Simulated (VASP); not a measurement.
Set up this calculation in VASP 6.6.1, as the native input.

```
Task                   : single point
Functional             : PBE
Potentials or basis    : VASP PAW PBE potentials, release 64 (O)
Cutoff                 : 520 eV
k mesh                 : 19 × 19 × 19
Occupations            : fermi-dirac, width 0.08 eV
Spin                   : no spin polarisation
Dipole correction      : no
Further INCAR settings : ALGO = Normal; EDIFF = 1e-07; NBANDS = 9
```

The structure of O lies in POSCAR:

```
O
1.0
    0.0000000000      1.5882357565      1.5882357565
    1.5882357565      0.0000000000      1.5882357565
    1.5882357565      1.5882357565      0.0000000000
O
1
Direct
    0.0000000000      0.0000000000      0.0000000000
```

The input as run:

INCAR

```
SYSTEM = O
PREC     = Accurate       ! precision mode
ENCUT    = 520            ! plane-wave cutoff, eV
EDIFF    = 1E-7           ! SCF threshold, eV
ISMEAR   = -1             ! smearing method
SIGMA    = 0.08           ! smearing width, eV
LREAL    = .FALSE.        ! projectors in reciprocal space
LASPH    = .TRUE.         ! aspherical terms in the spheres
NELM     = 60             ! most SCF steps
ALGO     = Normal         ! electronic algorithm
ISIF     = 2              ! what is computed and relaxed
LWAVE    = .FALSE.        ! write WAVECAR
LCHARG   = .FALSE.        ! write CHGCAR
GGA      = PE             ! functional
NBANDS   = 9              ! bands
```

KPOINTS

```
Automatic mesh
0
G
  19 19 19
  0 0 0
```

Potentials or basis: VASP PAW PBE potentials, release 64 (O).

The run is started by

```sh
$ cat potpaw_PBE.64/O/POTCAR > POTCAR
$ mpirun -np 1 vasp_std > vasp.out
```

It gave:

```
Pressure               : -0.5 GPa
Band gap on the k mesh : zero (bands 3 and 4 overlap by 3.21 eV)
```

It took 12 s on 1 thread of Intel(R) Xeon(R) Platinum 8259CL CPU @ 2.50GHz (Skylake/Cascade Lake) (shared host), peak memory 0.12 GiB.
